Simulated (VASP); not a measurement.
Wanted: the native input for a VASP 6.6.1 run.

- Task: single point
- Functional: r2SCAN
- Potentials or basis: VASP PAW PBE potentials, release 64 (Cd, Se)
- Cutoff: 520 eV
- k mesh: 6 × 6 × 6
- Occupations: gaussian, width 0.01 eV
- Spin: no spin polarisation
- Dipole correction: no
- Further INCAR settings: ALGO = Normal; EDIFF = 1e-06; NBANDS = 16

Crystal: CdSe.

```
Cd Se
1.0
     2.92672    2.92672    0.00000
    -2.92672    2.92672    0.00000
     0.00000    2.92672    2.92672
Cd Se
1 1
Direct
  0.00000 0.00000 0.00000
  0.75000 0.25000 0.50000
```

These files were run (other wordings do the same):

POSCAR

```
CdSe
1.0
    2.9267176144      2.9267176144      0.0000000000
   -2.9267176144      2.9267176144      0.0000000000
    0.0000000000      2.9267176144      2.9267176144
Cd Se
1 1
Direct
    0.0000000000      0.0000000000      0.0000000000
    0.7500000000      0.2500000000      0.5000000000
```

INCAR.step1

```
SYSTEM = CdSe
ALGO = Normal ; EDIFF = 1E-4
ENCUT = 520 ; GGA = PE
ISMEAR = 0 ; LASPH = .True.
LCHARG = .False. ; LREAL = .False.
LWAVE = .True. ; NBANDS = 16
NELM = 80 ; PREC = Accurate
SIGMA = 0.01
```

INCAR.step2

```
SYSTEM = CdSe
ALGO = Normal ; EDIFF = 1E-6
ENCUT = 520 ; ISIF = 2
ISMEAR = 0 ; ISTART = 1
LASPH = .True. ; LCHARG = .False.
LMIXTAU = .True. ; LREAL = .False.
LWAVE = .False. ; METAGGA = R2SCAN
NBANDS = 16 ; NELM = 80
PREC = Accurate ; SIGMA = 0.01
```

KPOINTS

```
k-points
0
Gamma
  6 6 6
  0 0 0
```

Potentials or basis: VASP PAW PBE potentials, release 64 (Cd, Se).

Launch:

```bash
$ cat potpaw_PBE.64/Cd/POTCAR potpaw_PBE.64/Se/POTCAR > POTCAR
$ cp INCAR.step1 INCAR
$ mpirun -np 1 vasp_std > vasp.out
$ cp INCAR.step2 INCAR
$ mpirun -np 1 vasp_std > vasp.out
```

Results of the run:

```json
{"Pressure": "10.4 GPa", "Band gap on the k mesh": "1.34 eV"}
```

Caveat: the cell stands under pressure; the PAW data sets were made with another functional, which shifts forces and pressure a little.

It took 84 s on 1 thread of Intel Xeon 8259CL, on a shared host, peak memory 0.19 GiB.
